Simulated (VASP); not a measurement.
# AlNi in VASP: notebook

Aim: see how the results for AlNi move with the level of theory and the settings. Levels: LDA, PBE, r2SCAN. Tasks: single point.

Everything below comes from runs of VASP 6.6.1. Logs are shortened: lines on timing, memory, paths and dates and some standing lists are left out, and cuts for length are marked.

### Step 1. The cell of the first run

The typed cell holds 2 atoms: a = 2.894 Å, b = 2.894 Å, c = 2.890 Å, α = 90.00°, β = 90.00°, γ = 90.00°.

### Step 2. Single point, LDA

Contents of INCAR:

```
  PREC = Accurate
  ENCUT = 600
  EDIFF = 1E-6
  ISMEAR = 0
  SIGMA = 0.1
  LREAL = F
  LASPH = T
  NELM = 120
  ALGO = Normal
  ISIF = 2
  LWAVE = F
  LCHARG = T
  GGA = CA
  LELF = T
  LVHAR = T
  NBANDS = 14
  GGA_COMPAT = F
```

Contents of KPOINTS:

```
Automatic mesh
0
Gamma
  20 20 18
```

Contents of POSCAR:

```
AlNi
1.0
    2.8943154884      0.0000000000      0.0000000000
    0.0000000000      2.8943154884      0.0000000000
    0.0000000000      0.0000000000      2.8900989120
Al Ni
1 1
Direct
    0.0000000000      0.0000000000      0.0000000000
    0.5000000000      0.5000000000      0.5000000000
```

Potentials or basis: VASP PAW LDA potentials, release 64 (Al, Ni).

Command:

```console
cat potpaw_LDA.64/Al/POTCAR potpaw_LDA.64/Ni/POTCAR > POTCAR
mpirun -np 1 vasp_std > vasp.out
```

OUTCAR:

```text
PREC = Accurate
   ENCUT = 600
   EDIFF = 1E-6
   ISMEAR = 0
   LREAL = F
   LASPH = T
   NELM = 120
   ISIF = 2
   GGA = CA

 ion  position               nearest neighbor table
   1  0.000  0.000  0.000-   2 2.51   2 2.51   2 2.51   2 2.51   2 2.51   2 2.51   2 2.51   2 2.51

   2  0.500  0.500  0.500-   1 2.51   1 2.51   1 2.51   1 2.51   1 2.51   1 2.51   1 2.51   1 2.51

  LATTYP: Found a simple tetragonal cell.
 ALAT       =     2.8943154884
 C/A-ratio  =     0.9985431525

  Lattice vectors:

 A1 = (   2.8943154884,   0.0000000000,   0.0000000000)
 A2 = (   0.0000000000,   2.8943154884,   0.0000000000)
 A3 = (   0.0000000000,   0.0000000000,   2.8900989120)

Analysis of symmetry for initial positions (statically):
=====================================================================
 Subroutine PRICEL returns:
 Original cell was already a primitive cell.

 Routine SETGRP: Setting up the symmetry group for a
 simple tetragonal supercell.

 Subroutine GETGRP returns: Found 16 space group operations
 (whereof 16 operations were pure point group operations)
 out of a pool of 16 trial point group operations.

The static configuration has the point symmetry D_4h.

Analysis of symmetry for dynamics (positions and initial velocities):
=====================================================================
 Subroutine PRICEL returns:
 Original cell was already a primitive cell.

 Routine SETGRP: Setting up the symmetry group for a
 simple tetragonal supercell.

 Subroutine GETGRP returns: Found 16 space group operations
 (whereof 16 operations were pure point group operations)
 out of a pool of 16 trial point group operations.

The dynamic configuration has the point symmetry D_4h.

 Subroutine INISYM returns: Found 16 space group operations
 (whereof 16 operations are pure point group operations),
 and found     1 'primitive' translations

----------------------------------------------------------------------------------------

                                     Primitive cell

  volume of cell :      24.2105

  direct lattice vectors                    reciprocal lattice vectors
     2.894315488  0.000000000  0.000000000     0.345504837  0.000000000  0.000000000
     0.000000000  2.894315488  0.000000000     0.000000000  0.345504837  0.000000000
     0.000000000  0.000000000  2.890098912     0.000000000  0.000000000  0.346008919

  length of vectors
     2.894315488  2.894315488  2.890098912     0.345504837  0.345504837  0.346008919

  position of ions in fractional coordinates (direct lattice)
     0.000000000  0.000000000  0.000000000
     0.500000000  0.500000000  0.500000000

  ion indices of the primitive-cell ions
   primitive index   ion index
                 1           1
                 2           2

----------------------------------------------------------------------------------------

 KPOINTS: Automatic mesh

Automatic generation of k-mesh.
 Grid dimensions read from file:
 generate k-points for:   20   20   18

 Generating k-lattice:

  Cartesian coordinates                     Fractional coordinates (reciprocal lattice)
     0.017275242  0.000000000  0.000000000     0.050000000  0.000000000  0.000000000
     0.000000000  0.017275242  0.000000000     0.000000000  0.050000000  0.000000000
     0.000000000  0.000000000  0.019222718     0.000000000  0.000000000  0.055555556

  Length of vectors
     0.017275242  0.017275242  0.019222718

  Shift w.r.t. Gamma in fractional coordinates (k-lattice)
     0.000000000  0.000000000  0.000000000

 Subroutine IBZKPT returns following result:
 ===========================================

 Found    660 irreducible k-points:

 Following reciprocal coordinates:
            Coordinates               Weight
  0.000000  0.000000  0.000000      1.000000
  0.050000  0.000000  0.000000      4.000000
  0.100000  0.000000  0.000000      4.000000
  0.150000  0.000000  0.000000      4.000000
  0.200000  0.000000  0.000000      4.000000
  0.250000  0.000000  0.000000      4.000000
[... 16 lines left out ...]
  0.150000  0.100000  0.000000      8.000000
  0.200000  0.100000  0.000000      8.000000
 [... further k-points ...]
   k-points           NKPTS =    660   k-points in BZ     NKDIM =    660   number of bands    NBANDS=     14
   number of dos      NEDOS =    301   number of ions     NIONS =      2
   total plane-waves  NPLWV =  13824
   dimension x,y,z NGX =    24 NGY =   24 NGZ =   24
   dimension x,y,z NGXF=    48 NGYF=   48 NGZF=   48
   ions per type =               1   1
   NGX,Y,Z   is equivalent  to a cutoff of  13.79, 13.79, 13.81 a.u.
   NGXF,Y,Z  is equivalent  to a cutoff of  27.57, 27.57, 27.61 a.u.
 SYSTEM =  unknown system
   PREC   = accura    normal or accurate (medium, high low for compatibility)
   ISTART =      0    job   : 0-new  1-cont  2-samecut
   ICHARG =      2    charge: 1-file 2-atom 10-const
   ISPIN  =      1    spin polarized calculation?
   LNONCOLLINEAR =      F non collinear calculations
   LSORBIT =      F    spin-orbit coupling
   LASPH  =      T    aspherical Exc in radial PAW
   ENCUT  =  600.0 eV  44.10 Ry    6.64 a.u.   5.78  5.78  5.77*2*pi/ulx,y,z
   NELM   =    120;   NELMIN=  2; NELMDL= -5     # of ELM steps
   EDIFF  = 0.1E-05   stopping-criterion for ELM
   LREAL  =      F    real-space projection
   EDIFFG = 0.1E-04   stopping-criterion for IOM
   NSW    =      0    number of steps for IOM
   IBRION =     -1    ionic relax: 0-MD 1-quasi-New 2-CG
   NFREE  =      0    steps in history (QN), initial steepest desc. (CG)
   ISIF   =      2    stress and relaxation
   ISYM   =      2    0-nonsym 1-usesym 2-fastsym
   POTIM  = 0.5000    time-step for ionic-motion
   TEBEG  =    0.0;   TEEND  =   0.0 temperature during run
   PSTRESS=    0.0 pullay stress
   NELECT =      13.0000    total number of electrons
   NUPDOWN=      -1.0000    fix difference up-down
   EMIN   =  10.00;   EMAX   =-10.00  energy-range for DOS
   EFERMI =   0.00;   METHOD = LEGACY
   ISMEAR =     0;   SIGMA  =   0.10  broadening in eV -4-tet -1-fermi 0-gaus
   EFERMI_NEDOS =   21; number of points for ismear=-14 and -15
   IALGO  =     38    algorithm
   IMIX   =      4    mixing-type and parameters
     AMIX     =   0.40;   BMIX     =  1.00
     AMIX_MAG =   1.60;   BMIX_MAG =  1.00
  volume/ion in A,a.u.               =      12.11        81.69
  Fermi-wavevector in a.u.,A,eV,Ry     =   1.330621  2.514510 24.089836  1.770553
  Thomas-Fermi vector in A             =   2.459694
   LORBIT       =      0    0 simple, 1 ext, 2 COOP (PROOUT), +10 PAW based schemes
   GGA     = CA    functional components
   LHFCALC =     F    Hartree Fock is set to
   AEXX    =    0.0000 exact exchange contribution
   IVDW    =     0    specifies the selected vdW correction
   LEPSILON=     F    determine dielectric tensor
   LRPA    =     F    only Hartree local field effects (RPA)
 non-spin polarized calculation
 Gauss-broadening in eV      SIGMA  =   0.10
  energy-cutoff  :      600.00
  volume of cell :       24.21
 maximum number of plane-waves:       840
 NGX is ok and might be reduce to    24
   NGX = 11   NGY = 11   NGZ = 11

 number of electron      13.0000013 magnetization

 Free energy of the ion-electron system (eV)
  ---------------------------------------------------
  ext. energy  EPLUGINS =         0.00000000
  ---------------------------------------------------
  free energy    TOTEN  =       -12.15054037 eV

  energy without entropy =      -12.14618903  energy(sigma->0) =      -12.14836470

 E-fermi :   9.5861     XC(G=0): -12.2404

 val. band max:        9.5821431310   @ k =   0.4500   0.2500   0.3889
 cond. band min:       9.5944875446   @ k =   0.1500   0.0000   0.3333
 fundamental gap:      0.0123444136
 Fermi energy:         9.5861290872

 k-point     1 :       0.0000    0.0000    0.0000
  band No.  band energies     occupation
      1      -1.4063      2.00000
      2       6.4026      2.00000
      3       6.4030      2.00000
      4       8.0463      2.00000
      5       8.0498      2.00000
      6       8.0498      2.00000
      7      14.9867      0.00000
      8      14.9867      0.00000
      9      15.0380      0.00000
     10      17.7667      0.00000
     11      17.7775      0.00000
     12      22.9217      0.00000
     13      30.2328      0.00000
     14      30.2627      0.00000

 k-point     2 :       0.0500    0.0000    0.0000
  band No.  band energies     occupation
      1      -1.3607      2.00000
      2       6.4003      2.00000
      3       6.4132      2.00000
      4       8.0263      2.00000
      5       8.0299      2.00000
      6       8.0519      2.00000
      7      14.4637      0.00000
      8      15.0472      0.00000
      9      15.0983      0.00000
     10      17.7778      0.00000
     11      18.2452      0.00000
     12      23.0816      0.00000
     13      29.6473      0.00000
     14      29.6832      0.00000

 k-point     3 :       0.1000    0.0000    0.0000
  band No.  band energies     occupation
      1      -1.2243      2.00000
      2       6.3872      2.00000
      3       6.4438      2.00000
      4       7.9693      2.00000
      5       7.9734      2.00000
      6       8.0580      2.00000
      7      13.4275      0.00000
      8      15.2257      0.00000
      9      15.2763      0.00000
     10      17.7870      0.00000
     11      19.1167      0.00000
     12      23.5871      0.00000
     13      28.5180      0.00000
     14      28.5569      0.00000
[... 324 lines left out ...]
 k-point    23 :       0.1500    0.1000    0.0000
  band No.  band energies     occupation
      1      -0.8182      2.00000
      2       6.3905      2.00000
      3       6.4910      2.00000
      4       7.7889      2.00000
      5       7.8935      2.00000
      6       7.9998      2.00000
      7      12.4558      0.00000
      8      13.9627      0.00000
      9      15.7960      0.00000
     10      18.6257      0.00000
     11      20.7881      0.00000
     12      24.8615      0.00000
     13      25.5543      0.00000
     14      27.4332      0.00000

 k-point    24 :       0.2000    0.1000    0.0000
  band No.  band energies     occupation
      1      -0.5055      2.00000
      2       6.2993      2.00000
      3       6.5533      2.00000
      4       7.6806      2.00000
      5       7.7948      2.00000
      6       8.0115      2.00000
      7      11.4252      0.00000
      8      14.2698      0.00000
      9      16.1794      0.00000
     10      18.7134      0.00000
     11      21.5285      0.00000
     12      24.3860      0.00000
     13      25.9631      0.00000
     14      26.2353      0.00000

 [... further k-points ...]

------------------------ aborting loop because EDIFF is reached ----------------------------------------

  FORCE on cell =-STRESS in cart. coord.  units (eV):
  Direction    XX          YY          ZZ          XY          YZ          ZX
  --------------------------------------------------------------------------------------
  -------------------------------------------------------------------------------------
  Total       -1.5009676     -1.5009676     -1.5020314      0.0000000      0.0000000      0.0000000
  in kB      -99.3293159    -99.3293159    -99.3997186      0.0000000      0.0000000      0.0000000
  external PRESSURE =     -99.3527834 kB  Pullay stress =       0.0000000 kB

 VOLUME and BASIS-vectors are now :
 -----------------------------------------------------------------------------
  energy-cutoff  :      600.00
  volume of cell :       24.21
      direct lattice vectors                 reciprocal lattice vectors
     2.894315488  0.000000000  0.000000000     0.345504837  0.000000000  0.000000000
     0.000000000  2.894315488  0.000000000     0.000000000  0.345504837  0.000000000
     0.000000000  0.000000000  2.890098912     0.000000000  0.000000000  0.346008919

 POSITION                                       TOTAL-FORCE (eV/Angst)
 -----------------------------------------------------------------------------------
      0.00000      0.00000      0.00000         0.000000      0.000000      0.000000
      1.44716      1.44716      1.44505         0.000000      0.000000      0.000000
 -----------------------------------------------------------------------------------
    total drift:                                0.000000      0.000000     -0.000000

  FREE ENERGIE OF THE ION-ELECTRON SYSTEM (eV)
  ---------------------------------------------------
  free  energy   TOTEN  =       -12.1505403749 eV

  energy  without entropy=      -12.1461890252  energy(sigma->0) =      -12.14836470
```

Wall time 3.7 min (1 thread of Oxide Virtual Turin-like, shared host); peak memory 0.34 GiB.

What came out:

```yaml
Free_energy: -12.1505 eV
Pressure: -9.9 GPa
Band_gap_on_the_k_mesh: zero (an odd number of electrons rules out a gap without spin polarisation)
```

Levels at points of the mesh, in eV from the Fermi level:
```csv
k point,band 4,band 5,band 6,band 7,band 8,band 9,band 10,band 11
"(0.00, 0.00, 0.00)",-1.54,-1.54,-1.54,5.40,5.40,5.45,8.18,8.19
"(0.50, 0.00, 0.00)",-2.23,-2.23,-1.45,-0.66,8.36,9.91,9.96,10.68
"(0.50, 0.50, 0.00)",-2.80,-2.06,-2.06,-1.02,1.43,2.41,12.02,15.07
"(0.00, 0.00, 0.50)",-2.23,-2.23,-1.45,-0.65,8.36,9.91,9.91,10.70
"(0.50, 0.00, 0.50)",-2.78,-2.06,-2.06,-1.02,1.44,2.42,11.99,15.03
"(0.50, 0.50, 0.50)",-0.99,-0.99,2.05,2.05,2.05,3.49,4.43,4.44
```

Caveat: the cell stands under tension. Spin polarisation is off, so any magnetic state and its effect on volume and gap are missing.

### Step 3. Single point, PBE

Contents of INCAR:

```
PREC = Accurate
ENCUT = 600
EDIFF = 1E-6
ISMEAR = -1
SIGMA = 0.15
LREAL = False
LASPH = True
NELM = 120
ALGO = Normal
ISIF = 2
LWAVE = False
LCHARG = False
GGA = PE
NBANDS = 14
GGA_COMPAT = False
```

Contents of KPOINTS:

```
Automatic mesh
0
Gamma
  20 20 20
```

Contents of POSCAR:

```
AlNi
1.0
    2.8942417658      0.0000000000      0.0000000000
    0.0000000000      2.8942417658      0.0000000000
    0.0000000000      0.0000000000      2.8941449120
Al Ni
1 1
Direct
    0.0000000000      0.0000000000      0.0000000000
    0.5000000000      0.5000000000      0.5000000000
```

Potentials or basis: VASP PAW PBE potentials, release 64 (Al, Ni).

Command:

```console
cat potpaw_PBE.64/Al/POTCAR potpaw_PBE.64/Ni/POTCAR > POTCAR
mpirun -np 1 vasp_std > vasp.out
```

Wall time 4.7 min (1 thread of Oxide Virtual Turin-like, shared host); peak memory 0.37 GiB.

The run converged. Its results:

```yaml
Free_energy: -10.5700 eV
Pressure: -0.1 GPa
Band_gap_on_the_k_mesh: zero (an odd number of electrons rules out a gap without spin polarisation)
```

Levels at points of the mesh, in eV from the Fermi level:
```tsv
k point	band 3	band 4	band 5	band 6	band 7	band 8	band 9	band 10	band 11	band 12
(0.00, 0.00, 0.00)	-3.19	-1.55	-1.55	-1.55	5.42	5.42	5.42	8.06	8.06	13.48
(0.50, 0.00, 0.00)	-2.73	-2.24	-2.24	-1.46	-0.67	8.25	9.93	9.93	10.73	10.73
(0.50, 0.50, 0.00)	-2.87	-2.87	-2.07	-2.07	-1.03	1.43	2.38	12.11	15.00	15.00
(0.00, 0.00, 0.50)	-2.73	-2.24	-2.24	-1.46	-0.67	8.25	9.93	9.93	10.73	10.73
(0.50, 0.00, 0.50)	-2.87	-2.87	-2.07	-2.07	-1.03	1.43	2.38	12.11	15.00	15.00
(0.50, 0.50, 0.50)	-4.05	-1.00	-1.00	2.00	2.00	2.00	3.55	4.36	4.36	4.36
```

Spin polarisation is off, so any magnetic state and its effect on volume and gap are missing.

### Step 4. Single point, r2SCAN

Contents of POSCAR:

```
AlNi
1.0
    2.8943154884      0.0000000000      0.0000000000
    0.0000000000      2.8943154884      0.0000000000
    0.0000000000      0.0000000000      2.8900989120
Al Ni
1 1
Direct
    0.0000000000      0.0000000000      0.0000000000
    0.5000000000      0.5000000000      0.5000000000
```

Contents of INCAR.step1:

```
SYSTEM = AlNi
PREC     = Accurate       ! precision mode
ENCUT    = 660            ! plane-wave cutoff, eV
ISMEAR   = 0              ! smearing method
SIGMA    = 0.1            ! smearing width, eV
LREAL    = .False.        ! projectors in reciprocal space
LASPH    = .True.         ! aspherical terms in the spheres
NELM     = 120            ! most SCF steps
NBANDS   = 14             ! bands
GGA      = PE             ! functional
ALGO     = Normal         ! electronic algorithm
EDIFF    = 1E-5           ! SCF threshold, eV
LWAVE    = .True.         ! write WAVECAR
LCHARG   = .False.        ! write CHGCAR
GGA_COMPAT= .False.
```

Contents of INCAR.step2:

```
SYSTEM = AlNi
PREC     = Accurate       ! precision mode
ENCUT    = 660            ! plane-wave cutoff, eV
EDIFF    = 1E-6           ! SCF threshold, eV
ISMEAR   = 0              ! smearing method
SIGMA    = 0.1            ! smearing width, eV
LREAL    = .False.        ! projectors in reciprocal space
LASPH    = .True.         ! aspherical terms in the spheres
NELM     = 120            ! most SCF steps
ALGO     = Normal         ! electronic algorithm
ISIF     = 2              ! what is computed and relaxed
LWAVE    = .False.        ! write WAVECAR
LCHARG   = .False.        ! write CHGCAR
METAGGA  = R2SCAN         ! meta-GGA
LMIXTAU  = .True.       
NBANDS   = 14             ! bands
ISTART   = 1            
GGA_COMPAT= .False.
```

Contents of KPOINTS:

```
regular mesh
0
Gamma
  20 20 18
  0 0 0
```

Command:

```console
cat potpaw_PBE.64/Al/POTCAR potpaw_PBE.64/Ni/POTCAR > POTCAR
cp INCAR.step1 INCAR
mpirun -np 1 vasp_std > vasp.out
cp INCAR.step2 INCAR
mpirun -np 1 vasp_std > vasp.out
```

Run time: 17 min. Hardware: 1 thread of Oxide Virtual Turin-like, shared host; peak memory 0.38 GiB.

It converged, with:

| Item | Value |
| --- | --- |
| Free energy | -20.0575 eV |
| Pressure | -5.4 GPa |
| Band gap on the k mesh | zero (an odd number of electrons rules out a gap without spin polarisation) |

Levels at points of the mesh, in eV from the Fermi level:
```csv
k point,band 4,band 5,band 6,band 7,band 8,band 9,band 10,band 11
"(0.00, 0.00, 0.00)",-1.57,-1.57,-1.57,5.82,5.82,5.88,8.35,8.36
"(0.50, 0.00, 0.00)",-2.29,-2.28,-1.48,-0.64,8.63,10.48,10.53,11.47
"(0.50, 0.50, 0.00)",-3.07,-2.11,-2.11,-1.01,1.56,2.64,13.16,15.74
"(0.00, 0.00, 0.50)",-2.29,-2.29,-1.48,-0.63,8.63,10.48,10.48,11.48
"(0.50, 0.00, 0.50)",-3.06,-2.12,-2.11,-1.01,1.57,2.65,13.13,15.70
"(0.50, 0.50, 0.50)",-0.98,-0.98,2.05,2.05,2.05,4.35,4.57,4.58
```

Caveat: the cell stands under tension; the PAW data sets were made with another functional, which shifts forces and pressure a little. Spin polarisation is off, so any magnetic state and its effect on volume and gap are missing.

(Part 1 of 2 ends here.)

The gap in the log of VASP goes by the Fermi energy; the results here count the filled bands.